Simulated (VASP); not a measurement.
# H7Rh2 (P6/mmm) in VASP: a series of runs

Runs on H7Rh2. Level: PBE. Tasks: relaxation of cell and atoms.

All numbers are computed with VASP 6.6.1; they aren't measurements. Logs are shortened: lines on timing, memory, paths and dates and some standing lists are left out, and cuts for length are marked.

### 1 The cell of the first run

The structure is hexagonal, space group P6/mmm (No. 191). The conventional cell has a = 3.671 Å, b = 3.671 Å, c = 6.843 Å, α = 90.00°, β = 90.00°, γ = 120.00°. H (site symmetry m2m) has 3 H at 1.06 to 1.31 Å within 1.4 Å. H (site symmetry 6/mmm) has 2 Rh at 2.32 Å within 3.1 Å. Rh (site symmetry 6mm) has 7 H at 1.71 to 2.32 Å and 1 Rh at 2.20 Å within 2.4 Å.

The cell was generated, and may not be a known phase.

### 2 Relaxation of cell and atoms, PBE

Input file INCAR:

```
PREC = Accurate
ENCUT = 600
EDIFF = 1E-6
ISMEAR = 0
SIGMA = 0.1
LREAL = F
LASPH = T
NELM = 100
ALGO = Normal
ISIF = 3
LWAVE = F
LCHARG = F
GGA = PE
IBRION = 2
NSW = 90
EDIFFG = -0.04
```

Input file KPOINTS:

```
regular mesh
0
Gamma
  6 6 4
```

Input file POSCAR:

```
H7Rh2
1.0
    3.6714209700      0.0000000000      0.0000000000
   -1.8357104900      3.1795438300      0.0000000000
    0.0000000000      0.0000000000      6.8429203800
H Rh
7 2
Direct
    0.6439982400      0.0000000000      0.5000000000
    0.0000000000      0.6439982400      0.5000000000
    0.3560017600      0.3560017600      0.5000000000
    0.3560017600      0.0000000000      0.5000000000
    0.0000000000      0.3560017600      0.5000000000
    0.6439982400      0.6439982400      0.5000000000
    0.0000000000      0.0000000000      0.0000000000
    0.0000000000      0.0000000000      0.3394130300
    0.0000000000      0.0000000000      0.6605869700
```

Potentials or basis: VASP PAW PBE potentials, release 64 (H, Rh_pv).

Run with:

```
> cat potpaw_PBE.64/H/POTCAR potpaw_PBE.64/Rh_pv/POTCAR > POTCAR
> mpirun -np 1 vasp_std > vasp.out
```

OUTCAR:

```text
PREC = Accurate
   ENCUT = 600
   EDIFF = 1E-6
   ISMEAR = 0
   LREAL = F
   LASPH = T
   NELM = 100
   ISIF = 3
   GGA = PE
   IBRION = 2
   NSW = 90
   EDIFFG = -0.04

 ion  position               nearest neighbor table
   1  0.644  0.000  0.500-   8 1.71   9 1.71
   2  0.000  0.644  0.500-   8 1.71   9 1.71
   3  0.356  0.356  0.500-   8 1.71   9 1.71
   4  0.356  0.000  0.500-   8 1.71   9 1.71
   5  0.000  0.356  0.500-   8 1.71   9 1.71
   6  0.644  0.644  0.500-   8 1.71   9 1.71
   7  0.000  0.000  0.000-
   8  0.000  0.000  0.339-   3 1.71   6 1.71   4 1.71   1 1.71   5 1.71   2 1.71   9 2.20
   9  0.000  0.000  0.661-   3 1.71   6 1.71   4 1.71   1 1.71   5 1.71   2 1.71   8 2.20

  LATTYP: Found a hexagonal cell.
 ALAT       =     3.6714209700
 C/A-ratio  =     1.8638343126

  Lattice vectors:

 A1 = (   3.6714209700,   0.0000000000,   0.0000000000)
 A2 = (  -1.8357104900,   3.1795438300,   0.0000000000)
 A3 = (   0.0000000000,   0.0000000000,   6.8429203800)

Analysis of symmetry for initial positions (statically):
=====================================================================
 Subroutine PRICEL returns:
 Original cell was already a primitive cell.

 Routine SETGRP: Setting up the symmetry group for a
 hexagonal supercell.

 Subroutine GETGRP returns: Found 24 space group operations
 (whereof 24 operations were pure point group operations)
 out of a pool of 24 trial point group operations.

The static configuration has the point symmetry D_6h.

Analysis of symmetry for dynamics (positions and initial velocities):
=====================================================================
 Subroutine PRICEL returns:
 Original cell was already a primitive cell.

 Routine SETGRP: Setting up the symmetry group for a
 hexagonal supercell.

 Subroutine GETGRP returns: Found 24 space group operations
 (whereof 24 operations were pure point group operations)
 out of a pool of 24 trial point group operations.

The dynamic configuration has the point symmetry D_6h.

 Subroutine INISYM returns: Found 24 space group operations
 (whereof 24 operations are pure point group operations),
 and found     1 'primitive' translations

----------------------------------------------------------------------------------------

                                     Primitive cell

  volume of cell :      79.8804

  direct lattice vectors                    reciprocal lattice vectors
     3.671420970  0.000000000  0.000000000     0.272374105  0.157255263  0.000000000
    -1.835710490  3.179543830  0.000000000     0.000000000  0.314510525  0.000000000
     0.000000000  0.000000000  6.842920380     0.000000000  0.000000000  0.146136437

  length of vectors
     3.671420970  3.671420974  6.842920380     0.314510526  0.314510525  0.146136437

  position of ions in fractional coordinates (direct lattice)
     0.643998240  0.000000000  0.500000000
     1.000000000  0.643998240  0.500000000
     0.356001760  0.356001760  0.500000000
     0.356001760  0.000000000  0.500000000
     1.000000000  0.356001760  0.500000000
     0.643998240  0.643998240  0.500000000
     0.000000000  0.000000000  0.000000000
     0.000000000  0.000000000  0.339413030
     0.000000000  0.000000000  0.660586970

  ion indices of the primitive-cell ions
   primitive index   ion index
                 1           1
                 2           2
                 3           3
                 4           4
                 5           5
                 6           6
                 7           7
                 8           8
                 9           9

----------------------------------------------------------------------------------------

 KPOINTS: regular mesh

Automatic generation of k-mesh.
 Grid dimensions read from file:
 generate k-points for:    6    6    4

 Generating k-lattice:

  Cartesian coordinates                     Fractional coordinates (reciprocal lattice)
     0.045395684  0.026209211  0.000000000     0.166666667 -0.000000000  0.000000000
     0.000000000  0.052418421  0.000000000     0.000000000  0.166666667  0.000000000
     0.000000000  0.000000000  0.036534109     0.000000000  0.000000000  0.250000000

  Length of vectors
     0.052418421  0.052418421  0.036534109

  Shift w.r.t. Gamma in fractional coordinates (k-lattice)
     0.000000000  0.000000000  0.000000000

 Subroutine IBZKPT returns following result:
 ===========================================

 Found     21 irreducible k-points:

 Following reciprocal coordinates:
            Coordinates               Weight
  0.000000  0.000000  0.000000      1.000000
  0.166667  0.000000  0.000000      6.000000
  0.333333  0.000000  0.000000      6.000000
  0.500000  0.000000  0.000000      3.000000
  0.166667  0.166667  0.000000      6.000000
  0.333333  0.166667  0.000000     12.000000
[... 13 lines left out ...]
  0.333333  0.166667  0.500000     12.000000
  0.333333  0.333333  0.500000      2.000000
   k-points           NKPTS =     21   k-points in BZ     NKDIM =     21   number of bands    NBANDS=     23
   number of dos      NEDOS =    301   number of ions     NIONS =      9
   total plane-waves  NPLWV =  50400
   dimension x,y,z NGX =    30 NGY =   30 NGZ =   56
   dimension x,y,z NGXF=    60 NGYF=   60 NGZF=  112
   ions per type =               7   2
   NGX,Y,Z   is equivalent  to a cutoff of  13.58, 13.58, 13.60 a.u.
   NGXF,Y,Z  is equivalent  to a cutoff of  27.17, 27.17, 27.21 a.u.
 SYSTEM =  unknown system
   PREC   = accura    normal or accurate (medium, high low for compatibility)
   ISTART =      0    job   : 0-new  1-cont  2-samecut
   ICHARG =      2    charge: 1-file 2-atom 10-const
   ISPIN  =      1    spin polarized calculation?
   LNONCOLLINEAR =      F non collinear calculations
   LSORBIT =      F    spin-orbit coupling
   LASPH  =      T    aspherical Exc in radial PAW
   ENCUT  =  600.0 eV  44.10 Ry    6.64 a.u.   7.33  7.33 13.67*2*pi/ulx,y,z
   NELM   =    100;   NELMIN=  2; NELMDL= -5     # of ELM steps
   EDIFF  = 0.1E-05   stopping-criterion for ELM
   LREAL  =      F    real-space projection
   EDIFFG = -.4E-01   stopping-criterion for IOM
   NSW    =     90    number of steps for IOM
   IBRION =      2    ionic relax: 0-MD 1-quasi-New 2-CG
   NFREE  =      1    steps in history (QN), initial steepest desc. (CG)
   ISIF   =      3    stress and relaxation
   ISYM   =      2    0-nonsym 1-usesym 2-fastsym
   POTIM  = 0.5000    time-step for ionic-motion
   TEBEG  =    0.0;   TEEND  =   0.0 temperature during run
   PSTRESS=    0.0 pullay stress
   NELECT =      37.0000    total number of electrons
   NUPDOWN=      -1.0000    fix difference up-down
   EMIN   =  10.00;   EMAX   =-10.00  energy-range for DOS
   EFERMI =   0.00;   METHOD = LEGACY
   ISMEAR =     0;   SIGMA  =   0.10  broadening in eV -4-tet -1-fermi 0-gaus
   EFERMI_NEDOS =   21; number of points for ismear=-14 and -15
   IALGO  =     38    algorithm
   IMIX   =      4    mixing-type and parameters
     AMIX     =   0.40;   BMIX     =  1.00
     AMIX_MAG =   1.60;   BMIX_MAG =  1.00
  volume/ion in A,a.u.               =       8.88        59.90
  Fermi-wavevector in a.u.,A,eV,Ry     =   1.266665  2.393651 21.829749  1.604441
  Thomas-Fermi vector in A             =   2.399854
   LORBIT       =      0    0 simple, 1 ext, 2 COOP (PROOUT), +10 PAW based schemes
   GGA     = PE    functional components
   LHFCALC =     F    Hartree Fock is set to
   AEXX    =    0.0000 exact exchange contribution
   IVDW    =     0    specifies the selected vdW correction
   LEPSILON=     F    determine dielectric tensor
   LRPA    =     F    only Hartree local field effects (RPA)
 conjugate gradient relaxation of ions
 non-spin polarized calculation
 Gauss-broadening in eV      SIGMA  =   0.10
  energy-cutoff  :      600.00
  volume of cell :       79.88
 maximum number of plane-waves:      2697
 NGX is ok and might be reduce to    30
   NGX = 15   NGY = 15   NGZ = 27

--------------------------------------- Ionic step        1  -------------------------------------------

 number of electron      36.9999997 magnetization

 Free energy of the ion-electron system (eV)
  ---------------------------------------------------
  ext. energy  EPLUGINS =         0.00000000
  ---------------------------------------------------
  free energy    TOTEN  =       -27.86768707 eV

  energy without entropy =      -27.84793384  energy(sigma->0) =      -27.85781045

------------------------ aborting loop because EDIFF is reached ----------------------------------------

  FORCE on cell =-STRESS in cart. coord.  units (eV):
  Direction    XX          YY          ZZ          XY          YZ          ZX
  --------------------------------------------------------------------------------------
  -------------------------------------------------------------------------------------
  Total        8.9369542      8.9369542     21.8123431     -0.0000000     -0.0000000     -0.0000000
  in kB      179.2501915    179.2501917    437.4943175     -0.0000003     -0.0000000     -0.0000000
  external PRESSURE =     265.3315669 kB  Pullay stress =       0.0000000 kB
[... 110 lines left out ...]
  FREE ENERGIE OF THE ION-ELECTRON SYSTEM (eV)
  ---------------------------------------------------
  free  energy   TOTEN  =       -28.4131686205 eV

  energy  without entropy=      -28.3611501370  energy(sigma->0) =      -28.38715938

[... ionic steps 4 to 15 ...]

--------------------------------------- Ionic step       16  -------------------------------------------

 number of electron      36.9999995 magnetization

------------------------ aborting loop because EDIFF is reached ----------------------------------------

  FORCE on cell =-STRESS in cart. coord.  units (eV):
  Direction    XX          YY          ZZ          XY          YZ          ZX
  --------------------------------------------------------------------------------------
  -------------------------------------------------------------------------------------
  Total        0.3768744      0.3768744      0.0998475     -0.0000000      0.0000000      0.0000000
  in kB        6.7041863      6.7041863      1.7761784     -0.0000000      0.0000000      0.0000000
  external PRESSURE =       5.0615170 kB  Pullay stress =       0.0000000 kB
[... 71 lines left out ...]
  energy  without entropy=      -32.2121628901  energy(sigma->0) =      -32.21870623

--------------------------------------- Ionic step       18  -------------------------------------------

 number of electron      37.0000001 magnetization

 Free energy of the ion-electron system (eV)
  ---------------------------------------------------
  ext. energy  EPLUGINS =         0.00000000
  ---------------------------------------------------
  free energy    TOTEN  =       -32.23158371 eV

  energy without entropy =      -32.21858093  energy(sigma->0) =      -32.22508232

 E-fermi :   1.8084     XC(G=0):  -8.7867

 val. band max:        1.8038611980   @ k =   0.3333   0.3333   0.2500
 cond. band min:       1.8145165239   @ k =   0.3333   0.0000   0.0000
 fundamental gap:      0.0106553260
 Fermi energy:         1.8084456014

 k-point     1 :       0.0000    0.0000    0.0000
  band No.  band energies     occupation
      1     -44.7288      2.00000
      2     -44.3726      2.00000
      3     -44.3003      2.00000
      4     -44.3003      2.00000
      5     -44.2556      2.00000
      6     -44.2556      2.00000
[... 571 lines left out ...]
  FREE ENERGIE OF THE ION-ELECTRON SYSTEM (eV)
  ---------------------------------------------------
  free  energy   TOTEN  =       -32.2315837128 eV

  energy  without entropy=      -32.2185809333  energy(sigma->0) =      -32.22508232

 reached required accuracy - stopping structural energy minimisation
```

Run time: 4.2 min. Hardware: 1 thread of AMD EPYC 9R45 (Zen 5), shared host; peak memory 0.21 GiB.

Results:

```
Free energy                           : -32.2316 eV
Relaxed volume                        : 10.11 Å³/atom
Relaxed cell                          : a = 4.171 Å, b = 4.171 Å, c = 6.038 Å, α = 90.00°, β = 90.00°, γ = 120.00°
Space group after relaxing (to 0.1 Å) : P6/mmm (No. 191)
Energy gained by relaxing             : 484.9 meV/atom
Ionic steps                           : 18
Pressure after relaxing               : 0.3 GPa
Largest force after relaxing          : 0.027 eV/Å
Band gap on the k mesh                : zero (an odd number of electrons rules out a gap without spin polarisation)
```

Forces on the atoms (eV/Å):
```
H   -0.010  0.000  0.000
H    0.005 -0.009  0.000
H    0.005  0.009  0.000
H    0.010  0.000  0.000
H   -0.005  0.009  0.000
H   -0.005 -0.009  0.000
H    0.000  0.000  0.000
Rh   0.000  0.000  0.027
Rh   0.000  0.000 -0.027
```

Stress tensor (GPa, compression positive):
```
0.31 0.00 0.00
0.00 0.31 0.00
0.00 0.00 0.40
```

The path:
```tsv
step	energy change (eV)	largest force (eV/Å)	pressure (GPa)	volume (Å³)
1	0.0000	14.3525	26.53	79.88
2	-0.2885	0.8904	-12.35	97.97
3	-0.5455	0.7382	-12.71	96.10
4	-0.8756	0.9899	-12.81	94.12
5	-2.3083	1.3597	-8.51	86.82
6	-2.6447	1.3468	-0.40	83.31
7	-2.6586	0.6950	-3.36	84.23
8	-2.6658	0.7051	-2.39	83.90
9	-3.2371	0.5900	-2.48	82.91
10	-4.1904	0.5588	4.37	79.01
11	-4.1771	1.9418	-0.55	82.44
12	-4.2264	0.6766	1.89	80.53
13	-4.2964	0.3925	0.76	83.70
14	-4.3404	0.0781	-0.41	88.72
15	-4.3410	0.0941	-0.52	89.38
16	-4.3567	0.3642	0.51	90.07
17	-4.3576	0.4479	0.83	90.26
18	-4.3639	0.0273	0.34	90.97
```

Final structure:
```
H Rh
1.0
     4.17123    0.00000    0.00000
    -2.08562    3.61239    0.00000
     0.00000    0.00000    6.03751
H Rh
7 2
Direct
  0.69841 0.00000 0.50000
  0.00000 0.69841 0.50000
  0.30159 0.30159 0.50000
  0.30159 0.00000 0.50000
  0.00000 0.30159 0.50000
  0.69841 0.69841 0.50000
  0.00000 0.00000 0.00000
  0.00000 0.00000 0.28439
  0.00000 0.00000 0.71561
```

### 3 Relaxation of cell and atoms, PBE

This run uses another cell than the first one, of 10.40 Å³/atom.

Input file INCAR:

```
  ALGO = Normal
  EDIFF = 1E-6
  EDIFFG = -0.01
  ENCUT = 600
  GGA = PE
  IBRION = 2
  ISIF = 3
  ISMEAR = 0
  LASPH = T
  LCHARG = F
  LREAL = F
  LWAVE = F
  NELM = 100
  NSW = 100
  PREC = Accurate
  SIGMA = 0.1
```

Input file KPOINTS:

```
k-points
0
Gamma
  12 12 6
```

Input file POSCAR:

```
H7Rh2
1.0
    4.2277093343      0.0000000000      0.0000000000
   -2.1138546671      3.6613036833      0.0000000000
    0.0000000000      0.0000000000      6.0492845125
H Rh
7 2
Direct
    0.7025770639      0.0000000000      0.5000000000
    0.0000000000      0.7025770639      0.5000000000
    0.2974229361      0.2974229361      0.5000000000
    0.2974229361      0.0000000000      0.5000000000
    0.0000000000      0.2974229361      0.5000000000
    0.7025770639      0.7025770639      0.5000000000
    0.0000000000      0.0000000000      0.0000000000
    0.0000000000      0.0000000000      0.2849846017
    0.0000000000      0.0000000000      0.7150153983
```

Potentials or basis: VASP PAW PBE potentials, release 64 (H, Rh_pv).

Run with:

```
> cat potpaw_PBE.64/H/POTCAR potpaw_PBE.64/Rh_pv/POTCAR > POTCAR
> mpirun -np 1 vasp_std > vasp.out
```

Run time: 2.7 min. Hardware: 1 thread of AMD EPYC 9R45 (Zen 5), shared host; peak memory 0.32 GiB.

The run converged. Its results:

```yaml
Free_energy: -32.2560 eV
Relaxed_volume: 10.41 Å³/atom
Relaxed_cell: a = 4.229 Å, b = 4.229 Å, c = 6.048 Å, α = 90.00°, β = 90.00°, γ = 120.00°
Space_group_after_relaxing_to_0.1_Å: P6/mmm (No. 191)
Energy_gained_by_relaxing: 0.0 meV/atom
Ionic_steps: 4
Pressure_after_relaxing: 0.0 GPa
Largest_force_after_relaxing: 0.004 eV/Å
Band_gap_on_the_k_mesh: zero (an odd number of electrons rules out a gap without spin polarisation)
```

Forces in eV/Å, atoms in the order of the input:
```
H   -0.004  0.000  0.000
H    0.002 -0.003  0.000
H    0.002  0.003  0.000
H    0.004  0.000  0.000
H   -0.002  0.003  0.000
H   -0.002 -0.003  0.000
H    0.000  0.000  0.000
Rh   0.000  0.000  0.001
Rh   0.000  0.000 -0.001
```

The path:
```
step  energy change (eV)  largest force (eV/Å)  pressure (GPa)  volume (Å³)
   1              0.0000                0.0306            0.10        93.64
   2             -0.0001                0.0597           -0.12        93.72
   3             -0.0001                0.0309           -0.05        93.69
   4             -0.0002                0.0037           -0.05        93.69
```

Final structure:
```
CELL_PARAMETERS angstrom
4.22941 0.00000 0.00000
-2.11470 3.66278 0.00000
0.00000 0.00000 6.04792
ATOMIC_POSITIONS crystal
H 0.70205 0.00000 0.50000
H 0.00000 0.70205 0.50000
H 0.29795 0.29795 0.50000
H 0.29795 0.00000 0.50000
H 0.00000 0.29795 0.50000
H 0.70205 0.70205 0.50000
H 0.00000 0.00000 0.00000
Rh 0.00000 0.00000 0.28493
Rh 0.00000 0.00000 0.71507
```

Levels at points of the mesh, in eV from the Fermi level:
| k point | band 15 | band 16 | band 17 | band 18 | band 19 | band 20 | band 21 | band 22 |
| --- | --- | --- | --- | --- | --- | --- | --- | --- |
| (0.00, 0.00, 0.00) | -1.60 | -1.60 | -1.19 | -1.19 | 1.70 | 1.70 | 1.96 | 2.62 |
| (0.50, 0.00, 0.00) | -1.27 | -1.21 | -1.16 | -0.81 | -0.60 | 0.58 | 2.64 | 3.89 |
| (0.00, 0.00, 0.50) | -1.65 | -1.65 | -1.49 | -1.49 | 2.25 | 2.25 | 2.65 | 2.65 |
| (0.50, 0.00, 0.50) | -1.71 | -1.53 | -1.33 | -0.47 | -0.04 | 1.07 | 2.50 | 2.70 |
